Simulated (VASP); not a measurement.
# HgPd (P4/mmm) in VASP: a series of runs

Runs on HgPd. Level: LDA. Tasks: single point, relaxation of cell and atoms.

All numbers are computed with VASP 6.6.1; they aren't measurements. Logs are shortened: lines on timing, memory, paths and dates and some standing lists are left out, and cuts for length are marked.

## (1) The cell of the first run

It takes space group P4/mmm (No. 123, tetragonal). Conventional cell: a = 2.980 Å, b = 2.980 Å, c = 3.702 Å, α = 90.00°, β = 90.00°, γ = 90.00°. Hg (site symmetry 4/mmm) has 8 Pd at 2.80 Å and 6 Hg at 2.98 to 3.70 Å within 3.8 Å. Pd (site symmetry 4/mmm) has 8 Hg at 2.80 Å and 6 Pd at 2.98 to 3.70 Å within 3.8 Å.

## (2) Single point, LDA

The input, INCAR:

```
PREC = Accurate ; ENCUT = 520
EDIFF = 1E-7 ; ISMEAR = -1
SIGMA = 0.05 ; LREAL = False
LASPH = True ; NELM = 80
ALGO = Normal ; ISIF = 2
LWAVE = False ; LCHARG = False
GGA = CA ; NBANDS = 18
```

The input, KPOINTS:

```
regular mesh
0
Gamma
  14 14 12
```

The input, POSCAR:

```
HgPd
1.0
    2.9797141590      0.0000000000      0.0000000000
    0.0000000000      2.9797141590      0.0000000000
    0.0000000000      0.0000000000      3.7019372924
Hg Pd
1 1
Direct
    0.0000000000      0.0000000000      0.0000000000
    0.5000000000      0.5000000000      0.5000000000
```

Potentials or basis: VASP PAW LDA potentials, release 64 (Hg, Pd).

Started as:

```
> cat potpaw_LDA.64/Hg/POTCAR potpaw_LDA.64/Pd/POTCAR > POTCAR
> mpirun -np 1 vasp_std > vasp.out
```

OUTCAR:

```text
PREC = Accurate
   ENCUT = 520
   EDIFF = 1E-7
   ISMEAR = -1
   LREAL = False
   LASPH = True
   NELM = 80
   ISIF = 2
   GGA = CA

 ion  position               nearest neighbor table
   1  0.000  0.000  0.000-   2 2.80   2 2.80   2 2.80   2 2.80   2 2.80   2 2.80   2 2.80   2 2.80

   2  0.500  0.500  0.500-   1 2.80   1 2.80   1 2.80   1 2.80   1 2.80   1 2.80   1 2.80   1 2.80

  LATTYP: Found a simple tetragonal cell.
 ALAT       =     2.9797141590
 C/A-ratio  =     1.2423800052

  Lattice vectors:

 A1 = (   2.9797141590,   0.0000000000,   0.0000000000)
 A2 = (   0.0000000000,   2.9797141590,   0.0000000000)
 A3 = (   0.0000000000,   0.0000000000,   3.7019372924)

Analysis of symmetry for initial positions (statically):
=====================================================================
 Subroutine PRICEL returns:
 Original cell was already a primitive cell.

 Routine SETGRP: Setting up the symmetry group for a
 simple tetragonal supercell.

 Subroutine GETGRP returns: Found 16 space group operations
 (whereof 16 operations were pure point group operations)
 out of a pool of 16 trial point group operations.

The static configuration has the point symmetry D_4h.

Analysis of symmetry for dynamics (positions and initial velocities):
=====================================================================
 Subroutine PRICEL returns:
 Original cell was already a primitive cell.

 Routine SETGRP: Setting up the symmetry group for a
 simple tetragonal supercell.

 Subroutine GETGRP returns: Found 16 space group operations
 (whereof 16 operations were pure point group operations)
 out of a pool of 16 trial point group operations.

The dynamic configuration has the point symmetry D_4h.

 Subroutine INISYM returns: Found 16 space group operations
 (whereof 16 operations are pure point group operations),
 and found     1 'primitive' translations

----------------------------------------------------------------------------------------

                                     Primitive cell

  volume of cell :      32.8684

  direct lattice vectors                    reciprocal lattice vectors
     2.979714159  0.000000000  0.000000000     0.335602661  0.000000000  0.000000000
     0.000000000  2.979714159  0.000000000     0.000000000  0.335602661  0.000000000
     0.000000000  0.000000000  3.701937292     0.000000000  0.000000000  0.270128833

  length of vectors
     2.979714159  2.979714159  3.701937292     0.335602661  0.335602661  0.270128833

  position of ions in fractional coordinates (direct lattice)
     0.000000000  0.000000000  0.000000000
     0.500000000  0.500000000  0.500000000

  ion indices of the primitive-cell ions
   primitive index   ion index
                 1           1
                 2           2

----------------------------------------------------------------------------------------

 KPOINTS: regular mesh

Automatic generation of k-mesh.
 Grid dimensions read from file:
 generate k-points for:   14   14   12

 Generating k-lattice:

  Cartesian coordinates                     Fractional coordinates (reciprocal lattice)
     0.023971619  0.000000000  0.000000000     0.071428571  0.000000000  0.000000000
     0.000000000  0.023971619  0.000000000     0.000000000  0.071428571  0.000000000
     0.000000000  0.000000000  0.022510736     0.000000000  0.000000000  0.083333333

  Length of vectors
     0.023971619  0.023971619  0.022510736

  Shift w.r.t. Gamma in fractional coordinates (k-lattice)
     0.000000000  0.000000000  0.000000000

 Subroutine IBZKPT returns following result:
 ===========================================

 Found    252 irreducible k-points:

 Following reciprocal coordinates:
            Coordinates               Weight
  0.000000  0.000000  0.000000      1.000000
  0.071429  0.000000  0.000000      4.000000
  0.142857  0.000000  0.000000      4.000000
  0.214286  0.000000  0.000000      4.000000
  0.285714  0.000000  0.000000      4.000000
  0.357143  0.000000  0.000000      4.000000
[... 16 lines left out ...]
  0.285714  0.214286  0.000000      8.000000
  0.357143  0.214286  0.000000      8.000000
 [... further k-points ...]
   k-points           NKPTS =    252   k-points in BZ     NKDIM =    252   number of bands    NBANDS=     18
   number of dos      NEDOS =    301   number of ions     NIONS =      2
   total plane-waves  NPLWV =  16128
   dimension x,y,z NGX =    24 NGY =   24 NGZ =   28
   dimension x,y,z NGXF=    48 NGYF=   48 NGZF=   56
   ions per type =               1   1
   NGX,Y,Z   is equivalent  to a cutoff of  13.39, 13.39, 12.57 a.u.
   NGXF,Y,Z  is equivalent  to a cutoff of  26.78, 26.78, 25.15 a.u.
 SYSTEM =  unknown system
   PREC   = accura    normal or accurate (medium, high low for compatibility)
   ISTART =      0    job   : 0-new  1-cont  2-samecut
   ICHARG =      2    charge: 1-file 2-atom 10-const
   ISPIN  =      1    spin polarized calculation?
   LNONCOLLINEAR =      F non collinear calculations
   LSORBIT =      F    spin-orbit coupling
   LASPH  =      T    aspherical Exc in radial PAW
   ENCUT  =  520.0 eV  38.22 Ry    6.18 a.u.   5.54  5.54  6.88*2*pi/ulx,y,z
   NELM   =     80;   NELMIN=  2; NELMDL= -5     # of ELM steps
   EDIFF  = 0.1E-06   stopping-criterion for ELM
   LREAL  =      F    real-space projection
   EDIFFG = 0.1E-05   stopping-criterion for IOM
   NSW    =      0    number of steps for IOM
   IBRION =     -1    ionic relax: 0-MD 1-quasi-New 2-CG
   NFREE  =      0    steps in history (QN), initial steepest desc. (CG)
   ISIF   =      2    stress and relaxation
   ISYM   =      2    0-nonsym 1-usesym 2-fastsym
   POTIM  = 0.5000    time-step for ionic-motion
   TEBEG  =    0.0;   TEEND  =   0.0 temperature during run
   PSTRESS=    0.0 pullay stress
   NELECT =      22.0000    total number of electrons
   NUPDOWN=      -1.0000    fix difference up-down
   EMIN   =  10.00;   EMAX   =-10.00  energy-range for DOS
   EFERMI =   0.00;   METHOD = LEGACY
   ISMEAR =    -1;   SIGMA  =   0.05  broadening in eV -4-tet -1-fermi 0-gaus
   EFERMI_NEDOS =   21; number of points for ismear=-14 and -15
   IALGO  =     38    algorithm
   IMIX   =      4    mixing-type and parameters
     AMIX     =   0.40;   BMIX     =  1.00
     AMIX_MAG =   1.60;   BMIX_MAG =  1.00
  volume/ion in A,a.u.               =      16.43       110.90
  Fermi-wavevector in a.u.,A,eV,Ry     =   1.432044  2.706170 27.902140  2.050749
  Thomas-Fermi vector in A             =   2.551714
   LORBIT       =      0    0 simple, 1 ext, 2 COOP (PROOUT), +10 PAW based schemes
   GGA     = CA    functional components
   LHFCALC =     F    Hartree Fock is set to
   AEXX    =    0.0000 exact exchange contribution
   IVDW    =     0    specifies the selected vdW correction
   LEPSILON=     F    determine dielectric tensor
   LRPA    =     F    only Hartree local field effects (RPA)
 non-spin polarized calculation
  energy-cutoff  :      520.00
  volume of cell :       32.87
 maximum number of plane-waves:       918
 NGX is ok and might be reduce to    24
   NGX = 11   NGY = 11   NGZ = 13

 number of electron      21.9999997 magnetization

 Free energy of the ion-electron system (eV)
  ---------------------------------------------------
  ext. energy  EPLUGINS =         0.00000000
  ---------------------------------------------------
  free energy    TOTEN  =        -7.95772718 eV

  energy without entropy =       -7.95418782  energy(sigma->0) =       -7.95595750

 E-fermi :   7.1895     XC(G=0): -13.0361

 val. band max:        7.1751897792   @ k =   0.4286   0.0714   0.4167
 cond. band min:       7.2037033530   @ k =   0.5000   0.0000   0.2500
 fundamental gap:      0.0285135738
 Fermi energy:         7.1895417500

 k-point     1 :       0.0000    0.0000    0.0000
  band No.  band energies     occupation
      1      -2.9047      2.00000
      2      -1.6461      2.00000
      3      -1.3144      2.00000
      4       0.0812      2.00000
      5       0.0812      2.00000
      6       0.6466      2.00000
[... 10 lines left out ...]
     17      22.8068      0.00000
     18      24.1683      0.00000

 k-point     2 :       0.0714    0.0000    0.0000
  band No.  band energies     occupation
      1      -2.7954      2.00000
      2      -1.5944      2.00000
      3      -1.2734      2.00000
      4       0.0437      2.00000
      5       0.0985      2.00000
      6       0.6118      2.00000
[... 10 lines left out ...]
     17      23.0681      0.00000
     18      24.4562      0.00000

 k-point     3 :       0.1429    0.0000    0.0000
  band No.  band energies     occupation
      1      -2.4874      2.00000
      2      -1.4390      2.00000
      3      -1.1473      2.00000
      4      -0.0602      2.00000
      5       0.1478      2.00000
      6       0.5156      2.00000
[... 10 lines left out ...]
     17      23.2990      0.00000
     18      24.1694      0.00000

 k-point     4 :       0.2143    0.0000    0.0000
  band No.  band energies     occupation
      1      -2.0625      2.00000
      2      -1.1706      2.00000
      3      -0.9132      2.00000
      4      -0.2070      2.00000
      5       0.2211      2.00000
      6       0.3797      2.00000
[... 10 lines left out ...]
     17      23.1457      0.00000
     18      23.2028      0.00000

 k-point     5 :       0.2857    0.0000    0.0000
  band No.  band energies     occupation
      1      -1.6875      2.00000
      2      -0.8566      2.00000
      3      -0.4187      2.00000
      4      -0.3655      2.00000
      5       0.2331      2.00000
      6       0.3057      2.00000
[... 10 lines left out ...]
     17      22.4142      0.00000
     18      23.0421      0.00000

 k-point     6 :       0.3571    0.0000    0.0000
  band No.  band energies     occupation
      1      -1.4494      2.00000
      2      -0.6128      2.00000
      3      -0.5045      2.00000
      4       0.1044      2.00000
      5       0.3853      2.00000
      6       0.4213      2.00000
[... 10 lines left out ...]
     17      21.0964      0.00000
     18      22.9264      0.00000

 k-point     7 :       0.4286    0.0000    0.0000
  band No.  band energies     occupation
      1      -1.3170      2.00000
      2      -0.5987      2.00000
      3      -0.4475      2.00000
      4       0.0173      2.00000
      5       0.4423      2.00000
      6       1.4027      2.00000
[... 10 lines left out ...]
     17      21.5403      0.00000
     18      22.9331      0.00000

 k-point     8 :       0.5000    0.0000    0.0000
  band No.  band energies     occupation
      1      -1.2735      2.00000
      2      -0.6320      2.00000
      3      -0.3877      2.00000
      4      -0.0134      2.00000
      5       0.4631      2.00000
      6       2.0144      2.00000
[... 10 lines left out ...]
     17      22.7144      0.00000
     18      23.1230      0.00000
[... 229 lines left out ...]
     17      21.1837      0.00000
     18      21.9792      0.00000

 k-point    20 :       0.4286    0.1429    0.0000
  band No.  band energies     occupation
      1      -0.8925      2.00000
      2      -0.6883      2.00000
      3      -0.5378      2.00000
      4      -0.4514      2.00000
      5       0.0544      2.00000
      6       1.9561      2.00000
[... 10 lines left out ...]
     17      19.6557      0.00000
     18      20.8360      0.00000

 k-point    21 :       0.5000    0.1429    0.0000
  band No.  band energies     occupation
      1      -0.8296      2.00000
      2      -0.7232      2.00000
      3      -0.5366      2.00000
      4      -0.4596      2.00000
      5       0.0516      2.00000
      6       2.7263      2.00000
[... 10 lines left out ...]
     17      19.1462      0.00000
     18      20.1650      0.00000

 k-point    22 :       0.2143    0.2143    0.0000
  band No.  band energies     occupation
      1      -1.2297      2.00000
      2      -0.7999      2.00000
      3      -0.7472      2.00000
      4      -0.3913      2.00000
      5      -0.0487      2.00000
      6       0.2349      2.00000
[... 10 lines left out ...]
     17      23.0791      0.00000
     18      23.9648      0.00000

 k-point    23 :       0.2857    0.2143    0.0000
  band No.  band energies     occupation
      1      -0.9937      2.00000
      2      -0.7201      2.00000
      3      -0.5361      2.00000
      4      -0.4567      2.00000
      5      -0.1545      2.00000
      6       0.5277      2.00000
[... 10 lines left out ...]
     17      21.7847      0.00000
     18      22.6058      0.00000

 k-point    24 :       0.3571    0.2143    0.0000
  band No.  band energies     occupation
      1      -0.9225      2.00000
      2      -0.6797      2.00000
      3      -0.6444      2.00000
      4      -0.3471      2.00000
      5      -0.2317      2.00000
      6       1.3337      2.00000
[... 10 lines left out ...]
     17      20.5839      0.00000
     18      21.1378      0.00000

 [... further k-points ...]
[... 5 lines left out ...]
  --------------------------------------------------------------------------------------
  -------------------------------------------------------------------------------------
  Total        0.3630162      0.3630162      0.3857934      0.0000000      0.0000000      0.0000000
  in kB       17.6953174     17.6953174     18.8055963      0.0000000      0.0000000      0.0000000
  external PRESSURE =      18.0654104 kB  Pullay stress =       0.0000000 kB

 VOLUME and BASIS-vectors are now :
 -----------------------------------------------------------------------------
  energy-cutoff  :      520.00
  volume of cell :       32.87
      direct lattice vectors                 reciprocal lattice vectors
     2.979714159  0.000000000  0.000000000     0.335602661  0.000000000  0.000000000
     0.000000000  2.979714159  0.000000000     0.000000000  0.335602661  0.000000000
     0.000000000  0.000000000  3.701937292     0.000000000  0.000000000  0.270128833

 POSITION                                       TOTAL-FORCE (eV/Angst)
 -----------------------------------------------------------------------------------
      0.00000      0.00000      0.00000         0.000000      0.000000      0.000000
      1.48986      1.48986      1.85097         0.000000      0.000000      0.000000
 -----------------------------------------------------------------------------------
    total drift:                                0.000000      0.000000     -0.000000

  FREE ENERGIE OF THE ION-ELECTRON SYSTEM (eV)
  ---------------------------------------------------
  free  energy   TOTEN  =        -7.9577271782 eV

  energy  without entropy=       -7.9541878155  energy(sigma->0) =       -7.95595750
```

It took 3.3 min on 1 thread of AMD EPYC, shared host; peak memory 0.23 GiB.

What came out:

- Free energy: -7.9577 eV
- Pressure: 1.8 GPa
- Band gap on the k mesh: zero (bands 11 and 12 overlap by 4.04 eV)

Caveat: spin-orbit coupling is left out, which moves the levels of the heavy elements.

## (3) Single point, LDA

The input, INCAR:

```
SYSTEM = HgPd
ALGO = Normal
EDIFF = 1E-7
ENCUT = 520
ISIF = 2
ISMEAR = -1
LASPH = .TRUE.
LCHARG = .TRUE.
LELF = .TRUE.
LREAL = .FALSE.
LVHAR = .TRUE.
LWAVE = .FALSE.
NBANDS = 18
NELM = 80
PREC = Accurate
SIGMA = 0.05
```

The input, KPOINTS:

```
k-points
0
G
  14 14 12
  0 0 0
```

The input, POSCAR:

```
HgPd
1.0
    2.9801036068      0.0000000000      0.0000000000
    0.0000000000      2.9801036068      0.0000000000
    0.0000000000      0.0000000000      3.7007295525
Hg Pd
1 1
Direct
    0.0000000000      0.0000000000      0.0000000000
    0.5000000000      0.5000000000      0.5000000000
```

Potentials or basis: VASP PAW LDA potentials, release 64 (Hg, Pd).

Started as:

```
> cat potpaw_LDA.64/Hg/POTCAR potpaw_LDA.64/Pd/POTCAR > POTCAR
> mpirun -np 1 vasp_std > vasp.out
```

It took 3.3 min on 1 thread of AMD EPYC, shared host; peak memory 0.23 GiB.

It converged, with:

* Free energy: -7.9577 eV
* Pressure: 1.8 GPa
* Band gap on the k mesh: zero (bands 11 and 12 overlap by 4.04 eV)

Stress tensor (GPa, compression positive):
```
1.77 0.00 0.00
0.00 1.77 0.00
0.00 0.00 1.91
```

Levels at points of the mesh, in eV from the Fermi level:
```tsv
k point	band 7	band 8	band 9	band 10	band 11	band 12	band 13	band 14	band 15	band 16
(0.00, 0.00, 0.00)	-3.55	-2.84	-1.54	-1.54	-1.38	2.38	8.41	8.41	8.49	15.51
(0.50, 0.00, 0.00)	-3.72	-3.64	-3.59	-2.54	-2.03	0.30	9.93	10.28	11.14	11.25
(0.50, 0.50, 0.00)	-1.76	-1.69	-1.69	-0.80	-0.12	-0.12	3.47	6.68	10.26	10.94
(0.00, 0.00, 0.50)	-5.74	-4.02	-2.47	-2.47	-2.04	-1.56	13.19	13.19	14.55	14.74
(0.50, 0.00, 0.50)	-3.19	-1.73	-1.70	-1.52	-1.38	-0.97	2.10	4.63	13.83	14.26
(0.50, 0.50, 0.50)	-4.27	-4.27	-1.77	-0.79	1.76	5.52	5.52	6.54	6.54	7.24
```

Caveat: spin-orbit coupling is left out, which moves the levels of the heavy elements.

## (4) Relaxation of cell and atoms, LDA

This run uses another cell than the first one, of 16.95 Å³/atom.

The input, INCAR:

```
SYSTEM = HgPd
ALGO = Normal ; EDIFF = 1E-6
EDIFFG = -0.002 ; ENCUT = 600
GGA = CA ; IBRION = 2
ISIF = 3 ; ISMEAR = -1
LASPH = .True. ; LCHARG = .False.
LREAL = .False. ; LWAVE = .False.
NELM = 60 ; NSW = 100
PREC = Accurate ; SIGMA = 0.05
```

The input, KPOINTS:

```
k-points
0
Gamma
  14 14 12
  0 0 0
```

The input, POSCAR:

```
HgPd
1.0
    3.0260000000      0.0000000000      0.0000000000
    0.0000000000      3.0260000000      0.0000000000
    0.0000000000      0.0000000000      3.7020000000
Hg Pd
1 1
Direct
    0.0000000000      0.0000000000      0.0000000000
    0.5000000000      0.5000000000      0.5000000000
```

Started as:

```
> cat potpaw_LDA.64/Hg/POTCAR potpaw_LDA.64/Pd/POTCAR > POTCAR
> mpirun -np 1 vasp_std > vasp.out
```

Run time: 18 min. Hardware: 1 thread of AMD EPYC, shared host; peak memory 0.26 GiB.

It converged, with:

```
Free energy                           : -7.9601 eV
Relaxed volume                        : 16.62 Å³/atom
Relaxed cell                          : a = 2.989 Å, b = 2.989 Å, c = 3.720 Å, α = 90.00°, β = 90.00°, γ = 90.00°
Space group after relaxing (to 0.1 Å) : P4/mmm (No. 123)
Energy gained by relaxing             : 3.7 meV/atom
Ionic steps                           : 13
Pressure after relaxing               : 0.0 GPa
Band gap on the k mesh                : zero (bands 11 and 12 overlap by 4.01 eV)
```

The path:
| step | energy change (eV) | largest force (eV/Å) | pressure (GPa) | volume (Å³) |
| --- | --- | --- | --- | --- |
| 1 | 0.0000 | 0.0000 | -3.09 | 33.90 |
| 2 | 0.0069 | 0.0000 | 4.97 | 32.32 |
| 3 | -0.0067 | 0.0000 | 0.02 | 33.23 |
| 4 | -0.0067 | 0.0000 | 0.06 | 33.22 |
| 5 | -0.0069 | 0.0000 | 0.06 | 33.22 |
| 6 | -0.0073 | 0.0000 | 0.06 | 33.22 |
| 7 | -0.0069 | 0.0000 | 0.10 | 33.21 |
| 8 | -0.0074 | 0.0000 | 0.09 | 33.22 |
| 9 | -0.0074 | 0.0000 | 0.06 | 33.22 |
| 10 | -0.0074 | 0.0000 | 0.07 | 33.22 |
| 11 | -0.0074 | 0.0000 | 0.07 | 33.22 |
| 12 | -0.0074 | 0.0000 | -0.23 | 33.28 |
| 13 | -0.0074 | 0.0000 | 0.00 | 33.23 |

Final structure:
```xyz
2
Lattice="2.9889 0.0000 0.0000 0.0000 2.9889 0.0000 0.0000 0.0000 3.7198" Properties=species:S:1:pos:R:3 pbc="T T T"
Hg    0.0000    0.0000    3.7198
Pd    1.4944    1.4944    1.8599
```

Levels at points of the mesh, in eV from the Fermi level:
| k point | band 9 | band 10 | band 11 | band 12 | band 13 | band 14 |
| --- | --- | --- | --- | --- | --- | --- |
| (0.00, 0.00, 0.00) | -1.52 | -1.52 | -1.36 | 2.36 | 8.34 | 8.40 |
| (0.50, 0.00, 0.00) | -3.57 | -2.49 | -2.00 | 0.30 | 9.83 | 10.17 |
| (0.50, 0.50, 0.00) | -1.68 | -0.78 | -0.08 | -0.08 | 3.41 | 6.62 |
| (0.00, 0.00, 0.50) | -2.42 | -2.42 | -2.02 | -1.53 | 13.09 | 13.09 |
| (0.50, 0.00, 0.50) | -1.65 | -1.51 | -1.37 | -0.93 | 2.04 | 4.56 |
| (0.50, 0.50, 0.50) | -1.75 | -0.77 | 1.72 | 5.48 | 5.48 | 6.50 |

Caveat: spin-orbit coupling is left out, which moves the levels of the heavy elements.

(Continued in part 2 of 2.)

The gap in the log of VASP goes by the Fermi energy; the results here count the filled bands.